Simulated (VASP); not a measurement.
# Se (P3_121) in VASP: a series of runs

The runs below take Se through single point, with PBE+D3(BJ).

Program: VASP 6.6.1. These are calculated values, not measurements. Logs are shortened: lines on timing, memory, paths and dates and some standing lists are left out, and cuts for length are marked.

### 1 The cell of the first run

Symmetry: P3_121, No. 152, trigonal system. The conventional cell has a = 4.235 Å, b = 4.235 Å, c = 4.732 Å, α = 90.00°, β = 90.00°, γ = 120.00°. Within 3.3 Å of Se (site symmetry 2) lie 6 Se at 2.40 to 3.23 Å.

### 2 Single point, PBE+D3(BJ) (24.50 Å³/atom)

INCAR

```
SYSTEM = Se
PREC = Accurate ; ENCUT = 520
EDIFF = 1E-7 ; ISMEAR = 0
SIGMA = 0.05 ; LREAL = .FALSE.
LASPH = .TRUE. ; NELM = 100
ALGO = Normal ; ISIF = 2
LWAVE = .FALSE. ; LCHARG = .FALSE.
GGA = PE ; IVDW = 12
NBANDS = 16
```

KPOINTS

```
Automatic mesh
0
G
  12 12 8
  0 0 0
```

POSCAR

```
Se
1.0
    4.2349621134      0.0000000000      0.0000000000
   -2.1174810567      3.6675847743      0.0000000000
    0.0000000000      0.0000000000      4.7317231693
Se
3
Direct
    0.2473450691      0.0000000000      0.3333333333
    0.0000000000      0.2473450691      0.6666666667
    0.7526549309      0.7526549309      0.0000000000
```

Potentials or basis: VASP PAW PBE potentials, release 64 (Se).

Started as:

```bash
> cat potpaw_PBE.64/Se/POTCAR > POTCAR
> mpirun -np 1 vasp_std > vasp.out
```

OUTCAR:

```text
SYSTEM = Se
   PREC = Accurate
   ENCUT = 520
   EDIFF = 1E-7
   ISMEAR = 0
   LREAL = .FALSE.
   LASPH = .TRUE.
   NELM = 100
   ISIF = 2
   GGA = PE
   IVDW = 12
 IVDW          = 12

 ion  position               nearest neighbor table
   1  0.247  0.000  0.333-   3 2.40   2 2.40
   2  0.000  0.247  0.667-   3 2.40   1 2.40
   3  0.753  0.753  0.000-   1 2.40   2 2.40

  LATTYP: Found a hexagonal cell.
 ALAT       =     4.2349621134
 C/A-ratio  =     1.1173000000

  Lattice vectors:

 A1 = (   4.2349621134,   0.0000000000,   0.0000000000)
 A2 = (  -2.1174810567,   3.6675847743,   0.0000000000)
 A3 = (   0.0000000000,   0.0000000000,   4.7317231693)

Analysis of symmetry for initial positions (statically):
=====================================================================
 Subroutine PRICEL returns:
 Original cell was already a primitive cell.

 Routine SETGRP: Setting up the symmetry group for a
 hexagonal supercell.

 Subroutine GETGRP returns: Found  6 space group operations
 (whereof  2 operations were pure point group operations)
 out of a pool of 24 trial point group operations.

The static configuration has the point symmetry C_2 .
 The point group associated with its full space group is D_3 .

Analysis of symmetry for dynamics (positions and initial velocities):
=====================================================================
 Subroutine PRICEL returns:
 Original cell was already a primitive cell.

 Routine SETGRP: Setting up the symmetry group for a
 hexagonal supercell.

 Subroutine GETGRP returns: Found  6 space group operations
 (whereof  2 operations were pure point group operations)
 out of a pool of 24 trial point group operations.

The dynamic configuration has the point symmetry C_2 .
 The point group associated with its full space group is D_3 .

 Subroutine INISYM returns: Found  6 space group operations
 (whereof  2 operations are pure point group operations),
 and found     1 'primitive' translations

----------------------------------------------------------------------------------------

                                     Primitive cell

  volume of cell :      73.4935

  direct lattice vectors                    reciprocal lattice vectors
     4.234962113  0.000000000  0.000000000     0.236129621  0.136329500  0.000000000
    -2.117481057  3.667584774  0.000000000     0.000000000  0.272659001  0.000000000
     0.000000000  0.000000000  4.731723169     0.000000000  0.000000000  0.211339498

  length of vectors
     4.234962113  4.234962113  4.731723169     0.272659001  0.272659001  0.211339498

[... 86 lines left out ...]
   IBRION =     -1    ionic relax: 0-MD 1-quasi-New 2-CG
   NFREE  =      0    steps in history (QN), initial steepest desc. (CG)
   ISIF   =      2    stress and relaxation
   ISYM   =      2    0-nonsym 1-usesym 2-fastsym
   POTIM  = 0.5000    time-step for ionic-motion
   TEBEG  =    0.0;   TEEND  =   0.0 temperature during run
   PSTRESS=    0.0 pullay stress
   NELECT =      18.0000    total number of electrons
   NUPDOWN=      -1.0000    fix difference up-down
   EMIN   =  10.00;   EMAX   =-10.00  energy-range for DOS
   EFERMI =   0.00;   METHOD = LEGACY
   ISMEAR =     0;   SIGMA  =   0.05  broadening in eV -4-tet -1-fermi 0-gaus
   EFERMI_NEDOS =   21; number of points for ismear=-14 and -15
   IALGO  =     38    algorithm
   IMIX   =      4    mixing-type and parameters
     AMIX     =   0.40;   BMIX     =  1.00
     AMIX_MAG =   1.60;   BMIX_MAG =  1.00
  volume/ion in A,a.u.               =      24.50       165.32
  Fermi-wavevector in a.u.,A,eV,Ry     =   1.024274  1.935597 14.274368  1.049136
  Thomas-Fermi vector in A             =   2.158052
   LORBIT       =      0    0 simple, 1 ext, 2 COOP (PROOUT), +10 PAW based schemes
   GGA     = PE    functional components
   LHFCALC =     F    Hartree Fock is set to
   AEXX    =    0.0000 exact exchange contribution
   IVDW    =    12    specifies the selected vdW correction
   LEPSILON=     F    determine dielectric tensor
   LRPA    =     F    only Hartree local field effects (RPA)
 non-spin polarized calculation
 Gauss-broadening in eV      SIGMA  =   0.05
  energy-cutoff  :      520.00
  volume of cell :       73.49
 maximum number of plane-waves:      2010
   NGX = 15   NGY = 15   NGZ = 17

 number of electron      18.0000001 magnetization

 Free energy of the ion-electron system (eV)
  ---------------------------------------------------
  ext. energy  EPLUGINS =         0.00000000
  ---------------------------------------------------
  free energy    TOTEN  =       -10.33503865 eV

  energy without entropy =      -10.33503865  energy(sigma->0) =      -10.33503865

 E-fermi :   4.1696     XC(G=0):  -9.3948

 val. band max:        3.9985149497   @ k =   0.5000   0.0000   0.5000
 cond. band min:       4.3376249687   @ k =   0.0000   0.0000   0.5000
 fundamental gap:      0.3391100190
 Fermi energy:         4.1695900023

 k-point     1 :       0.0000    0.0000    0.0000
  band No.  band energies     occupation
      1     -12.4332      2.00000
      2      -8.0099      2.00000
      3      -8.0099      2.00000
      4      -0.5013      2.00000
      5      -0.0420      2.00000
      6      -0.0420      2.00000
[... 433 lines left out ...]
      3      -7.3215      2.00000
      4      -1.1382      2.00000
      5      -0.6454      2.00000
      6      -0.1011      2.00000
[... 8 lines left out ...]
     15      11.4682      0.00000
     16      12.2289      0.00000

 [... further k-points ...]

------------------------ aborting loop because EDIFF is reached ----------------------------------------

 Edisp (eV)   -1.06601

 E8    (eV) :    -0.4399

  FORCE on cell =-STRESS in cart. coord.  units (eV):
  Direction    XX          YY          ZZ          XY          YZ          ZX
  --------------------------------------------------------------------------------------
  -------------------------------------------------------------------------------------
  Total       0.41069     0.41069     2.48662     0.00000     0.00000     0.00000
  in kB       8.95314     8.95314    54.20891     0.00000     0.00000     0.00000
  external pressure =       24.04 kB  Pullay stress =        0.00 kB

 VOLUME and BASIS-vectors are now :
 -----------------------------------------------------------------------------
  energy-cutoff  :      520.00
  volume of cell :       73.49
      direct lattice vectors                 reciprocal lattice vectors
     4.234962113  0.000000000  0.000000000     0.236129621  0.136329500  0.000000000
    -2.117481057  3.667584774  0.000000000     0.000000000  0.272659001  0.000000000
     0.000000000  0.000000000  4.731723169     0.000000000  0.000000000  0.211339498

 POSITION                                       TOTAL-FORCE (eV/Angst)
 -----------------------------------------------------------------------------------
      1.04750      0.00000      1.57724         0.136765     -0.000000     -0.000000
     -0.52375      0.90716      3.15448        -0.068382      0.118442      0.000000
      1.59373      2.76043      0.00000        -0.068382     -0.118442      0.000000
 -----------------------------------------------------------------------------------
    total drift:                               -0.000000     -0.000000      0.000000

  FREE ENERGIE OF THE ION-ELECTRON SYSTEM (eV)
  ---------------------------------------------------
  free  energy   TOTEN  =       -11.4010464477 eV

  energy  without entropy=      -11.4010464465  energy(sigma->0) =      -11.40104645
```

stdout:

```text
POSCAR found type information on POSCAR Se
 POSCAR found :  1 types and       3 ions
 scaLAPACK will be used
 LDA part: xc-table for (Slater+PW92), standard interpolation
 POSCAR, INCAR and KPOINTS ok, starting setup
 FFT: planning ... GRIDC
 FFT: planning ... GRID_SOFT
 FFT: planning ... GRID
 WAVECAR not read
 entering main loop
```

Run time: 1.8 min. Hardware: 1 thread of Intel Xeon 8259CL, shared host; peak memory 0.27 GiB.

What came out:

* Free energy: -11.4010 eV
* Pressure: 2.4 GPa
* Largest force: 0.137 eV/Å
* Band gap on the k mesh: 0.34 eV (least direct gap 1.41 eV)
* Dispersion energy per atom: -0.355 eV

Forces in eV/Å, atoms in the order of the input:
```
Se   0.137  0.000  0.000
Se  -0.068  0.118  0.000
Se  -0.068 -0.118  0.000
```

Stress tensor (GPa, compression positive):
```
0.90 0.00 0.00
0.00 0.90 0.00
0.00 0.00 5.42
```

### 3 Single point, PBE+D3(BJ) (24.50 Å³/atom)

INCAR

```
ALGO = Normal ; EDIFF = 1E-6
ENCUT = 520 ; GGA = PE
ISIF = 2 ; ISMEAR = 0
IVDW = 12 ; LASPH = T
LCHARG = F ; LREAL = F
LWAVE = F ; NBANDS = 16
NELM = 80 ; PREC = Accurate
SIGMA = 0.05
```

KPOINTS

```
k-points
0
Gamma
  12 12 8
```

POSCAR

```
Se
1.0
    4.1786286452      0.0000000000      0.0000000000
   -2.0893143226      3.6187985598      0.0000000000
    0.0000000000      0.0000000000      4.8601629773
Se
3
Direct
    0.2473450691      0.0000000000      0.3333333333
    0.0000000000      0.2473450691      0.6666666667
    0.7526549309      0.7526549309      0.0000000000
```

Potentials or basis: VASP PAW PBE potentials, release 64 (Se).

Started as:

```bash
> cat potpaw_PBE.64/Se/POTCAR > POTCAR
> mpirun -np 1 vasp_std > vasp.out
```

Run time: 1.7 min. Hardware: 1 thread of Intel Xeon 8259CL, shared host; peak memory 0.27 GiB.

It converged, with:

```
Free energy                : -11.4491 eV
Pressure                   : 1.7 GPa
Largest force              : 0.091 eV/Å
Band gap on the k mesh     : 0.55 eV (least direct gap 1.16 eV)
Dispersion energy per atom : -0.356 eV
```

Forces on the atoms (eV/Å):
```
Se   0.091  0.000  0.000
Se  -0.045  0.079  0.000
Se  -0.045 -0.079  0.000
```

Stress tensor (GPa, compression positive):
```
0.62 0.00 0.00
0.00 0.62 0.00
0.00 0.00 3.89
```

Levels at points of the mesh, in eV from the valence-band top:
| k point | band 7 | band 8 | band 9 | band 10 | band 11 | band 12 |
| --- | --- | --- | --- | --- | --- | --- |
| (0.00, 0.00, 0.00) | -2.29 | -2.29 | -0.83 | 1.50 | 1.50 | 1.60 |
| (0.50, 0.00, 0.00) | -3.48 | -1.70 | -1.17 | 1.46 | 1.62 | 4.15 |
| (0.00, 0.00, 0.50) | -1.84 | -1.84 | -1.46 | 0.55 | 0.55 | 0.88 |
| (0.50, 0.00, 0.50) | -2.66 | -1.98 | 0.00 | 1.68 | 2.64 | 2.66 |

### 4 Single point, PBE+D3(BJ) (25.15 Å³/atom)

This run uses another cell than the first one, of 25.15 Å³/atom.

INCAR

```
SYSTEM = Se
PREC = Accurate
ENCUT = 520
EDIFF = 1E-6
ISMEAR = 0
SIGMA = 0.05
LREAL = .False.
LASPH = .True.
NELM = 80
ALGO = Normal
ISIF = 2
LWAVE = .False.
LCHARG = .False.
GGA = PE
IVDW = 12
NBANDS = 16
```

KPOINTS

```
Automatic mesh
0
Gamma
  12 12 8
  0 0 0
```

POSCAR

```
Se
1.0
    4.1593406383      0.0000000000      0.0000000000
   -2.0796703192      3.6020946558      0.0000000000
    0.0000000000      0.0000000000      5.0361296449
Se
3
Direct
    0.2473450691      0.0000000000      0.3333333333
    0.0000000000      0.2473450691      0.6666666667
    0.7526549309      0.7526549309      0.0000000000
```

Started as:

```bash
> cat potpaw_PBE.64/Se/POTCAR > POTCAR
> mpirun -np 1 vasp_std > vasp.out
```

Wall time 1.9 min (1 thread of Intel Xeon 8259CL, shared host); peak memory 0.28 GiB.

The run converged. Its results:

| Property | Result |
| --- | --- |
| Free energy | -11.4812 eV |
| Pressure | -0.8 GPa |
| Largest force | 0.149 eV/Å |
| Band gap on the k mesh | 0.71 eV (least direct gap 0.81 eV) |
| Dispersion energy per atom | -0.346 eV |

Forces in eV/Å, atoms in the order of the input:
```
Se  -0.149  0.000  0.000
Se   0.075 -0.129  0.000
Se   0.075  0.129  0.000
```

Stress tensor (GPa, compression positive):
```
-1.10  0.00  0.00
 0.00 -1.10  0.00
 0.00  0.00 -0.11
```

Levels at points of the mesh, in eV from the valence-band top:
```tsv
k point	band 7	band 8	band 9	band 10	band 11	band 12
(0.00, 0.00, 0.00)	-1.97	-1.97	-0.63	1.46	1.46	1.82
(0.50, 0.00, 0.00)	-3.37	-1.50	-1.02	1.47	1.68	4.10
(0.00, 0.00, 0.50)	-1.51	-1.51	-1.35	0.78	0.78	0.94
(0.50, 0.00, 0.50)	-2.40	-1.85	-0.02	1.48	2.54	2.77
```

A k mesh can miss the band edges.

### 5 Summary

```csv
cell,gap on the mesh (eV),pressure (GPa),largest force (eV/Å)
"a = 4.235, b = 4.235, c = 4.732 Å, angles 90.0, 90.0, 120.0°, 3 atoms",0.34,2.4,0.14
"a = 4.179, b = 4.179, c = 4.860 Å, angles 90.0, 90.0, 120.0°, 3 atoms",0.55,1.7,0.09
"a = 4.159, b = 4.159, c = 5.036 Å, angles 90.0, 90.0, 120.0°, 3 atoms",0.71,-0.8,0.15
```

Alike in all rows: task single point; level PBE+D3(BJ); potentials or basis VASP PAW PBE potentials, release 64 (Se); no spin polarisation; k mesh 12 × 12 × 8; cutoff (eV) 520; smearing gaussian 0.05 eV.

Total energies depend on the potentials used, so only differences within one code and one set of settings carry meaning.
